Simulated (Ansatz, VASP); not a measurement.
**Al2O3: VASP beside Ansatz**

```
CELL_PARAMETERS angstrom
2.40430 1.38812 4.37491
-2.40430 1.38812 4.37491
0.00000 -2.77625 4.37491
ATOMIC_POSITIONS crystal
Al 0.14787 0.14787 0.14787
Al 0.35213 0.35213 0.35213
Al 0.64787 0.64787 0.64787
Al 0.85213 0.85213 0.85213
O 0.94384 0.55616 0.25000
O 0.44384 0.75000 0.05616
O 0.55616 0.25000 0.94384
O 0.25000 0.94384 0.55616
O 0.75000 0.05616 0.44384
O 0.05616 0.44384 0.75000
```

Alike in both runs: functional PBE; k mesh 6 × 6 × 6; occupations gaussian, width 0.02 eV; no spin polarisation.

Ansatz relaxed the structure, and its values are those at the end. VASP's run is a single point on that final structure, the one shown.

```csv
,VASP,Ansatz
version,VASP 6.6.1,Ansatz 0.2.0
potentials or method,"VASP PAW PBE potentials, release 64 (Al, O), cutoff 520 eV","scalar-relativistic, plane waves, PAW"
valence electrons in the cell,48,48
```

Ansatz gave:

* gap on the k mesh at the Fermi level (eV): 5.85
* least direct gap on the mesh (eV): 5.85
* pressure (GPa): 0.0

Q: What did VASP give for the same quantities?

A: gap on the k mesh at the Fermi level (eV): 5.85; least direct gap on the mesh (eV): 5.85; pressure (GPa): -0.1.
